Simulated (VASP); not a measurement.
A run of VASP 6.6.1:

The input INCAR:

```
PREC = Accurate
ENCUT = 520
EDIFF = 1E-7
ISMEAR = 0
SIGMA = 0.05
LREAL = F
LASPH = T
NELM = 60
ALGO = Normal
ISIF = 2
LWAVE = F
LCHARG = F
GGA = PE
NBANDS = 26
```

The input KPOINTS:

```
Automatic mesh
0
Gamma
  9 9 4
```

The input POSCAR:

```
ZnS
1.0
    3.8455587354      0.0000000000      0.0000000000
   -1.9227793677      3.3303515566      0.0000000000
    0.0000000000      0.0000000000      6.3037246812
Zn S
2 2
Direct
    0.2823654471      0.6666666667      0.0052003729
    0.7176345529      0.3333333333      0.5052003729
    0.3745204671      0.6666666667      0.3797996271
    0.6254795329      0.3333333333      0.8797996271
```

Potentials or basis: VASP PAW PBE potentials, release 64 (Zn, S).

The run is started by

```console
$ cat potpaw_PBE.64/Zn/POTCAR potpaw_PBE.64/S/POTCAR > POTCAR
$ mpirun -np 1 vasp_std > vasp.out
```

Hardware: 1 thread of Intel(R) Xeon(R) 6975P-C (Granite Rapids), on a shared host.

Question: Estimate the wall time of this run.

Answer: Wall time 110 s on 1 thread of Intel(R) Xeon(R) 6975P-C (Granite Rapids) (shared host), peak memory 0.34 GiB. Counts: scf iterations 15, k points 123.
